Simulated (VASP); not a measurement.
Here is a VASP 6.6.1 calculation.

The input INCAR:

```
SYSTEM = Zr
ALGO = Normal
EDIFF = 1E-7
ENCUT = 520
GGA = PS
ISIF = 2
ISMEAR = -1
LASPH = .True.
LCHARG = .True.
LELF = .True.
LREAL = .False.
LVHAR = .True.
LWAVE = .False.
NBANDS = 12
NELM = 100
PREC = Accurate
SIGMA = 0.1
```

Contents of KPOINTS:

```
k-points
0
Gamma
  14 14 14
  0 0 0
```

POSCAR

```
Zr
1.0
    0.0000000000      2.3178792149      2.3178792149
    2.3178792149      0.0000000000      2.3178792149
    2.3178792149      2.3178792149      0.0000000000
Zr
1
Direct
    0.0000000000      0.0000000000      0.0000000000
```

Potentials or basis: VASP PAW PBE potentials, release 64 (Zr_sv).

The run is started by

```console
$ cat potpaw_PBE.64/Zr_sv/POTCAR > POTCAR
$ mpirun -np 1 vasp_std > vasp.out
```

(1) What does it give for the band gap on the k mesh?

(2) Estimate the pressure.

Answers

(1) zero (band 6 reaches 8.98 eV, above the bottom of band 7 at 7.47 eV).

(2) -8.8 GPa.

Caveat: the PAW data sets were made with another functional, which shifts forces and pressure a little.
